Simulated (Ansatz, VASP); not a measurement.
## Ta in VASP and in Ansatz

Contents of INCAR:

```
PREC = Accurate
ENCUT = 520
EDIFF = 1E-7
ISMEAR = 0
SIGMA = 0.15
LREAL = F
LASPH = T
NELM = 60
ALGO = Fast
ISIF = 2
LWAVE = F
LCHARG = F
GGA = PS
NBANDS = 12
```

File KPOINTS:

```
regular mesh
0
Gamma
  22 22 22
```

POSCAR

```
Ta
1.0
   -1.4481576787      1.4481576787      2.1041731072
    1.4481576787     -1.4481576787      2.1041731072
    1.4481576787      1.4481576787     -2.1041731072
Ta
1
Direct
    0.0000000000      0.0000000000      0.0000000000
```

Input for Ansatz:

```yaml
crystal:
  lattice:
    - [-1.4481576787, 1.4481576787, 2.1041731072]
    - [1.4481576787, -1.4481576787, 2.1041731072]
    - [1.4481576787, 1.4481576787, -2.1041731072]
  atoms:
    - { symbol: Ta, position: [0.0, 0.0, 0.0] }
basis:
  ecutwfc: 420
kpoints:
  mp_grid: { grid: [22, 22, 22] }
hamiltonian:
  xc: pbesol
  pseudopotentials: { kind: paw, azcp: { folder: soft_1 } }
scf:
  occupations: { method: gaussian, width: 0.15 }
output:
  forces: true
  stress: true
  eigenvalues: true
```

Alike in both runs: task single point; functional PBEsol; k mesh 22 × 22 × 22; occupations gaussian, width 0.15 eV; no spin polarisation.

|  | VASP | Ansatz |
| --- | --- | --- |
| version | VASP 6.6.1 | Ansatz 0.2.0 |
| potentials or method | VASP PAW PBE potentials, release 64 (Ta_pv), cutoff 520 eV | scalar-relativistic, plane waves, PAW |
| valence electrons in the cell | 11 | 13 |

Ansatz gave:

* gap on the k mesh at the Fermi level (eV): none
* pressure (GPa): 6.5
* traceless stress, the component that is largest in VASP (GPa): 3.11

Question: What did VASP give for the same quantities?

Answer: gap on the k mesh at the Fermi level (eV): none; pressure (GPa): 6.6; traceless stress, the component that is largest in VASP (GPa): 3.12.

VASP's potentials were made for PBE, not for PBEsol, and Ansatz warns of the same on its side. A gap of «none» marks a metal or a gap that the smearing closes. VASP's potentials hold 11 valence electrons a cell and Ansatz's 13, so a difference there can come from the potentials and not from the codes.

Spin-orbit coupling is off throughout.
